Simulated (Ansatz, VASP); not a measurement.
## SiO2 in VASP and in Ansatz

The input INCAR:

```
PREC     = Accurate       # precision mode
ENCUT    = 600            # plane-wave cutoff, eV
EDIFF    = 1E-6           # SCF threshold, eV
ISMEAR   = -1             # smearing method
SIGMA    = 0.02           # smearing width, eV
LREAL    = False          # projectors in reciprocal space
LASPH    = True           # aspherical terms in the spheres
NELM     = 120            # most SCF steps
ALGO     = Normal         # electronic algorithm
ISIF     = 2              # what is computed and relaxed
LWAVE    = False          # write WAVECAR
LCHARG   = False          # write CHGCAR
GGA      = PS             # functional
NBANDS   = 44             # bands
GGA_COMPAT= False
```

KPOINTS

```
Automatic mesh
0
Gamma
  4 4 2
```

POSCAR

```
SiO2
1.0
    4.1773000000      0.0000000000      0.0000000000
    0.0000000000      4.1773000000      0.0000000000
    0.0000000000      0.0000000000      5.3304000000
Si O
4 8
Direct
    0.0000000000      0.0000000000      0.0000000000
    0.5000000000      0.5000000000      0.2500000000
    0.0000000000      0.0000000000      0.5000000000
    0.5000000000      0.5000000000      0.7500000000
    0.3059000000      0.3059000000      0.0000000000
    0.1941000000      0.8059000000      0.2500000000
    0.6941000000      0.6941000000      0.0000000000
    0.8059000000      0.1941000000      0.2500000000
    0.3059000000      0.3059000000      0.5000000000
    0.1941000000      0.8059000000      0.7500000000
    0.6941000000      0.6941000000      0.5000000000
    0.8059000000      0.1941000000      0.7500000000
```

Input for Ansatz:

```yaml
crystal:
  lattice:
    - [4.1773, 0.0, 0.0]
    - [0.0, 4.1773, 0.0]
    - [0.0, 0.0, 2.6652]
  atoms:
    - { symbol: Si, position: [0.0, 0.0, 0.0] }
    - { symbol: Si, position: [0.5, 0.5, 0.5] }
    - { symbol: O, position: [0.3059, 0.3059, 0.0] }
    - { symbol: O, position: [0.1941, 0.8059, 0.5] }
    - { symbol: O, position: [0.6941, 0.6941, 0.0] }
    - { symbol: O, position: [0.8059, 0.1941, 0.5] }
  supercell: [1, 1, 2]
basis:
  ecutwfc: 510.0
kpoints:
  mp_grid:
    grid: [4, 4, 2]
hamiltonian:
  xc: pbesol
scf:
  max_iter: 50
  occupations:
    method: fermi_dirac
    width: 0.02
output:
  eigenvalues: true
```

Alike in both runs: task single point; functional PBEsol; k mesh 4 × 4 × 2; occupations fermi-dirac, width 0.02 eV; no spin polarisation.

```csv
,VASP,Ansatz
version,VASP 6.6.1,Ansatz 0.2.0
potentials or method,"VASP PAW PBE potentials, release 64 (Si, O), cutoff 600 eV","plane waves, PAW"
valence electrons in the cell,64,64
```

|  | VASP | Ansatz | Ansatz less VASP |
| --- | --- | --- | --- |
| gap on the k mesh at the Fermi level (eV) | 5.59 | 5.59 | -0.006 |

VASP's potentials were made for PBE, not for PBEsol. With one functional, cell and mesh, what is left measures potentials, basis and numerics.

The k mesh is coarse, so the values compare programs but aren't converged.
